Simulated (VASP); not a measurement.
# Sb2S (Fm-3m) in VASP: single point with PBE

Aim: the single point of Sb2S with PBE.

Program: VASP 6.6.1. These are calculated values, not measurements. Logs are shortened: lines on timing, memory, paths and dates and some standing lists are left out, and cuts for length are marked.

### 1 The cell of the first run

It takes space group Fm-3m (No. 225, cubic). The conventional cell has a = 6.824 Å, b = 6.824 Å, c = 6.824 Å, α = 90.00°, β = 90.00°, γ = 90.00°. Within 3.9 Å of Sb (site symmetry -43m) lie 4 S at 2.96 Å and 6 Sb at 3.41 Å. Within 3.9 Å of S (site symmetry m-3m) lie 8 Sb at 2.96 Å.

### 2 Single point, PBE

Contents of INCAR:

```
SYSTEM = Sb2S
PREC     = Accurate       ! precision mode
ENCUT    = 520            ! plane-wave cutoff, eV
EDIFF    = 1E-6           ! SCF threshold, eV
ISMEAR   = -4             ! smearing method
SIGMA    = 0.1            ! smearing width, eV
LREAL    = .False.        ! projectors in reciprocal space
LASPH    = .True.         ! aspherical terms in the spheres
NELM     = 100            ! most SCF steps
ALGO     = Normal         ! electronic algorithm
ISIF     = 2              ! what is computed and relaxed
LWAVE    = .False.        ! write WAVECAR
LCHARG   = .True.         ! write CHGCAR
GGA      = PE             ! functional
LELF     = .True.         ! ELF
LVHAR    = .True.       
ISYM     = 0            
NBANDS   = 15             ! bands
```

Contents of KPOINTS:

```
regular mesh
0
Gamma
  12 12 12
  0 0 0
```

Contents of POSCAR:

```
Sb2S
1.0
    0.0000000000      3.4121565626      3.4121565626
    3.4121565626      0.0000000000      3.4121565626
    3.4121565626      3.4121565626      0.0000000000
Sb S
2 1
Direct
    0.2500000000      0.2500000000      0.2500000000
    0.7500000000      0.7500000000      0.7500000000
    0.0000000000      0.0000000000      0.0000000000
```

Potentials or basis: VASP PAW PBE potentials, release 64 (Sb, S).

Command:

```
$ cat potpaw_PBE.64/Sb/POTCAR potpaw_PBE.64/S/POTCAR > POTCAR
$ mpirun -np 1 vasp_std > vasp.out
```

OUTCAR:

```text
SYSTEM = Sb2S
   PREC = Accurate
   ENCUT = 520
   EDIFF = 1E-6
   ISMEAR = -4
   LREAL = .False.
   LASPH = .True.
   NELM = 100
   ISIF = 2
   GGA = PE
   ISYM = 0

 ion  position               nearest neighbor table
   1  0.250  0.250  0.250-   3 2.96   3 2.96   3 2.96   3 2.96   2 3.41   2 3.41   2 3.41   2 3.41
                             2 3.41   2 3.41
   2  0.750  0.750  0.750-   3 2.96   3 2.96   3 2.96   3 2.96   1 3.41   1 3.41   1 3.41   1 3.41
                             1 3.41   1 3.41
   3  0.000  0.000  0.000-   2 2.96   2 2.96   2 2.96   1 2.96   2 2.96   1 2.96   1 2.96   1 2.96

IMPORTANT INFORMATION: All symmetrisations will be switched off!
NOSYMM: (Re-)initialisation of all symmetry stuff for point group C_1.

----------------------------------------------------------------------------------------

                                     Primitive cell

  volume of cell :      79.4542

  direct lattice vectors                    reciprocal lattice vectors
     0.000000000  3.412156563  3.412156563    -0.146534894  0.146534894  0.146534894
     3.412156563  0.000000000  3.412156563     0.146534894 -0.146534894  0.146534894
     3.412156563  3.412156563  0.000000000     0.146534894  0.146534894 -0.146534894

  length of vectors
     4.825518088  4.825518088  4.825518088     0.253805881  0.253805881  0.253805881

  position of ions in fractional coordinates (direct lattice)
     0.250000000  0.250000000  0.250000000
     0.750000000  0.750000000  0.750000000
     0.000000000  0.000000000  0.000000000

  ion indices of the primitive-cell ions
   primitive index   ion index
                 1           1
                 2           2
                 3           3

----------------------------------------------------------------------------------------

 KPOINTS: regular mesh

Automatic generation of k-mesh.
 Grid dimensions read from file:
 generate k-points for:   12   12   12

 Generating k-lattice:

  Cartesian coordinates                     Fractional coordinates (reciprocal lattice)
    -0.012211241  0.012211241  0.012211241     0.083333333  0.000000000  0.000000000
     0.012211241 -0.012211241  0.012211241     0.000000000  0.083333333  0.000000000
     0.012211241  0.012211241 -0.012211241     0.000000000  0.000000000  0.083333333

  Length of vectors
     0.021150490  0.021150490  0.021150490

  Shift w.r.t. Gamma in fractional coordinates (k-lattice)
     0.000000000  0.000000000  0.000000000

 TETIRR: Found   5184 inequivalent tetrahedra from    10368

 Subroutine IBZKPT returns following result:
 ===========================================

 Found    868 irreducible k-points:

 Following reciprocal coordinates:
            Coordinates               Weight
  0.000000  0.000000  0.000000      1.000000
  0.083333  0.000000  0.000000      2.000000
  0.000000  0.083333  0.000000      2.000000
  0.000000  0.000000  0.083333      2.000000
  0.083333  0.083333  0.083333      2.000000
  0.166667  0.000000  0.000000      2.000000
[... 16 lines left out ...]
  0.000000  0.500000  0.000000      1.000000
  0.000000  0.000000  0.500000      1.000000
 [... further k-points ...]
   k-points           NKPTS =    868   k-points in BZ     NKDIM =    868   number of bands    NBANDS=     15
   number of dos      NEDOS =    301   number of ions     NIONS =      3
   total plane-waves  NPLWV =  46656
   dimension x,y,z NGX =    36 NGY =   36 NGZ =   36
   dimension x,y,z NGXF=    72 NGYF=   72 NGZF=   72
   ions per type =               2   1
   NGX,Y,Z   is equivalent  to a cutoff of  12.40, 12.40, 12.40 a.u.
   NGXF,Y,Z  is equivalent  to a cutoff of  24.81, 24.81, 24.81 a.u.
 SYSTEM =  Sb2S
   PREC   = accura    normal or accurate (medium, high low for compatibility)
   ISTART =      0    job   : 0-new  1-cont  2-samecut
   ICHARG =      2    charge: 1-file 2-atom 10-const
   ISPIN  =      1    spin polarized calculation?
   LNONCOLLINEAR =      F non collinear calculations
   LSORBIT =      F    spin-orbit coupling
   LASPH  =      T    aspherical Exc in radial PAW
   ENCUT  =  520.0 eV  38.22 Ry    6.18 a.u.   8.97  8.97  8.97*2*pi/ulx,y,z
   NELM   =    100;   NELMIN=  2; NELMDL= -5     # of ELM steps
   EDIFF  = 0.1E-05   stopping-criterion for ELM
   LREAL  =      F    real-space projection
   EDIFFG = 0.1E-04   stopping-criterion for IOM
   NSW    =      0    number of steps for IOM
   IBRION =     -1    ionic relax: 0-MD 1-quasi-New 2-CG
   NFREE  =      0    steps in history (QN), initial steepest desc. (CG)
   ISIF   =      2    stress and relaxation
   ISYM   =      0    0-nonsym 1-usesym 2-fastsym
   POTIM  = 0.5000    time-step for ionic-motion
   TEBEG  =    0.0;   TEEND  =   0.0 temperature during run
   PSTRESS=    0.0 pullay stress
   NELECT =      16.0000    total number of electrons
   NUPDOWN=      -1.0000    fix difference up-down
   EMIN   =  10.00;   EMAX   =-10.00  energy-range for DOS
   EFERMI =   0.00;   METHOD = LEGACY
   ISMEAR =    -4;   SIGMA  =   0.10  broadening in eV -4-tet -1-fermi 0-gaus
   EFERMI_NEDOS =   21; number of points for ismear=-14 and -15
   IALGO  =     38    algorithm
   IMIX   =      4    mixing-type and parameters
     AMIX     =   0.40;   BMIX     =  1.00
     AMIX_MAG =   1.60;   BMIX_MAG =  1.00
  volume/ion in A,a.u.               =      26.48       178.73
  Fermi-wavevector in a.u.,A,eV,Ry     =   0.959568  1.813321 12.527853  0.920771
  Thomas-Fermi vector in A             =   2.088776
   LORBIT       =      0    0 simple, 1 ext, 2 COOP (PROOUT), +10 PAW based schemes
   GGA     = PE    functional components
   LHFCALC =     F    Hartree Fock is set to
   AEXX    =    0.0000 exact exchange contribution
   IVDW    =     0    specifies the selected vdW correction
   LEPSILON=     F    determine dielectric tensor
   LRPA    =     F    only Hartree local field effects (RPA)
 non-spin polarized calculation
 Fermi weights with tetrahedron method witout Bloechl corrections
  energy-cutoff  :      520.00
  volume of cell :       79.45
 maximum number of plane-waves:      2164
   NGX = 17   NGY = 17   NGZ = 17

 number of electron      16.0000001 magnetization

 Free energy of the ion-electron system (eV)
  ---------------------------------------------------
  ext. energy  EPLUGINS =         0.00000000
  ---------------------------------------------------
  free energy    TOTEN  =       -10.85533702 eV

  energy without entropy =      -10.85533702  energy(sigma->0) =      -10.85533702

 E-fermi :   6.9012     XC(G=0):  -9.6912

 val. band max:        6.9221558078   @ k =   0.3333   0.2500  -0.0833
 cond. band min:       6.7589189374   @ k =  -0.3333   0.0000   0.2500
 fundamental gap:     -0.1632368704
 Fermi energy:         6.9012438083

 k-point     1 :       0.0000    0.0000    0.0000
  band No.  band energies     occupation
      1      -7.6399      2.00000
      2      -1.7815      2.00000
      3       0.2626      2.00000
      4       3.0349      2.00000
      5       3.0350      2.00000
      6       3.0350      2.00000
      7       4.5127      2.00000
      8       4.5127      2.00000
      9       4.5128      2.00000
     10       9.2056      0.00000
     11       9.2057      0.00000
     12       9.2057      0.00000
     13      11.4857      0.00000
     14      11.4857      0.00000
     15      13.0660      0.00000

 k-point     2 :       0.0833    0.0000    0.0000
  band No.  band energies     occupation
      1      -7.5980      2.00000
      2      -1.8639      2.00000
      3       0.0986      2.00000
      4       2.9340      2.00000
      5       2.9443      2.00000
      6       2.9443      2.00000
      7       4.6413      2.00000
      8       4.6413      2.00000
      9       4.9918      2.00000
     10       8.9975      0.00000
     11       8.9975      0.00000
     12       9.0724      0.00000
     13      11.8653      0.00000
     14      11.8653      0.00000
     15      13.3441      0.00000

 k-point     3 :       0.0000    0.0833    0.0000
  band No.  band energies     occupation
      1      -7.5980      2.00000
      2      -1.8639      2.00000
      3       0.0986      2.00000
      4       2.9340      2.00000
      5       2.9443      2.00000
      6       2.9443      2.00000
      7       4.6412      2.00000
      8       4.6413      2.00000
      9       4.9919      2.00000
     10       8.9975      0.00000
     11       8.9975      0.00000
     12       9.0724      0.00000
     13      11.8653      0.00000
     14      11.8653      0.00000
     15      13.3441      0.00000

 k-point     4 :       0.0000    0.0000    0.0833
  band No.  band energies     occupation
      1      -7.5980      2.00000
      2      -1.8639      2.00000
      3       0.0986      2.00000
      4       2.9340      2.00000
      5       2.9443      2.00000
      6       2.9443      2.00000
      7       4.6412      2.00000
      8       4.6413      2.00000
      9       4.9918      2.00000
     10       8.9975      0.00000
     11       8.9975      0.00000
     12       9.0724      0.00000
     13      11.8653      0.00000
     14      11.8653      0.00000
     15      13.3441      0.00000
[... 307 lines left out ...]
 k-point    22 :       0.5000    0.0000    0.0000
  band No.  band energies     occupation
      1      -6.8216      2.00000
      2      -3.2331      2.00000
      3      -1.6094      2.00000
      4       2.2786      2.00000
      5       2.2786      2.00000
      6       4.6195      2.00000
      7       5.4344      2.00000
      8       5.4344      2.00000
      9       7.8458      0.00000
     10       7.9028      0.00000
     11       8.8258      0.00000
     12       8.8258      0.00000
     13      13.0278      0.00000
     14      13.0278      0.00000
     15      13.9515      0.00000

 k-point    23 :       0.0000    0.5000    0.0000
  band No.  band energies     occupation
      1      -6.8216      2.00000
      2      -3.2331      2.00000
      3      -1.6094      2.00000
      4       2.2786      2.00000
      5       2.2786      2.00000
      6       4.6196      2.00000
      7       5.4344      2.00000
      8       5.4344      2.00000
      9       7.8458      0.00000
     10       7.9028      0.00000
     11       8.8258      0.00000
     12       8.8258      0.00000
     13      13.0278      0.00000
     14      13.0278      0.00000
     15      13.9515      0.00000

 k-point    24 :       0.0000    0.0000    0.5000
  band No.  band energies     occupation
      1      -6.8216      2.00000
      2      -3.2331      2.00000
      3      -1.6094      2.00000
      4       2.2786      2.00000
      5       2.2786      2.00000
      6       4.6195      2.00000
      7       5.4344      2.00000
      8       5.4344      2.00000
      9       7.8458      0.00000
     10       7.9028      0.00000
     11       8.8258      0.00000
     12       8.8258      0.00000
     13      13.0278      0.00000
     14      13.0278      0.00000
     15      13.9515      0.00000

 [... further k-points ...]

------------------------ aborting loop because EDIFF is reached ----------------------------------------

  FORCE on cell =-STRESS in cart. coord.  units (eV):
  Direction    XX          YY          ZZ          XY          YZ          ZX
  --------------------------------------------------------------------------------------
  -------------------------------------------------------------------------------------
  Total       -0.0964410     -0.1080191     -0.1035273     -0.0002718     -0.0008461      0.0005352
  in kB       -1.9447128     -2.1781828     -2.0876060     -0.0054800     -0.0170613      0.0107919
  external PRESSURE =      -2.0701672 kB  Pullay stress =       0.0000000 kB

 VOLUME and BASIS-vectors are now :
 -----------------------------------------------------------------------------
  energy-cutoff  :      520.00
  volume of cell :       79.45
      direct lattice vectors                 reciprocal lattice vectors
     0.000000000  3.412156563  3.412156563    -0.146534894  0.146534894  0.146534894
     3.412156563  0.000000000  3.412156563     0.146534894 -0.146534894  0.146534894
     3.412156563  3.412156563  0.000000000     0.146534894  0.146534894 -0.146534894

 POSITION                                       TOTAL-FORCE (eV/Angst)
 -----------------------------------------------------------------------------------
      1.70608      1.70608      1.70608         0.000012     -0.000008      0.000004
      5.11823      5.11823      5.11823        -0.000012      0.000009     -0.000004
      0.00000      0.00000      0.00000        -0.000000     -0.000001      0.000000
 -----------------------------------------------------------------------------------
    total drift:                                0.000000     -0.000001      0.000000

  FREE ENERGIE OF THE ION-ELECTRON SYSTEM (eV)
  ---------------------------------------------------
  free  energy   TOTEN  =       -10.8553370174 eV

  energy  without entropy=      -10.8553370174  energy(sigma->0) =      -10.85533702
```

Wall time 5.1 min (1 thread of Intel Xeon 6975P-C (Granite Rapids), shared host); peak memory 0.97 GiB.

Results:

```yaml
Free_energy: -10.8553 eV
Pressure: -0.2 GPa
Band_gap_on_the_k_mesh: zero (bands 8 and 9 overlap by 3.65 eV)
```

Levels at points of the mesh, in eV from the Fermi level:
```csv
k point,band 5,band 6,band 7,band 8,band 9,band 10,band 11,band 12
"(0.00, 0.00, 0.00)",-3.87,-3.87,-2.39,-2.39,-2.39,2.30,2.30,2.30
"(0.50, 0.00, 0.00)",-4.62,-2.28,-1.47,-1.47,0.94,1.00,1.92,1.92
"(0.00, 0.50, 0.00)",-4.62,-2.28,-1.47,-1.47,0.94,1.00,1.92,1.92
"(0.00, 0.00, 0.50)",-4.62,-2.28,-1.47,-1.47,0.94,1.00,1.92,1.92
"(0.50, 0.50, 0.50)",-4.62,-2.28,-1.47,-1.47,0.94,1.00,1.92,1.92
"(0.50, 0.50, 0.00)",-5.69,-3.32,-0.99,1.26,1.26,2.39,2.39,4.06
"(0.00, 0.50, 0.50)",-5.69,-3.32,-0.99,1.26,1.26,2.39,2.39,4.06
"(0.50, 0.00, 0.50)",-5.69,-3.32,-0.99,1.26,1.26,2.39,2.39,4.06
```

Caveat: spin-orbit coupling is left out, which moves the levels of the heavy elements.
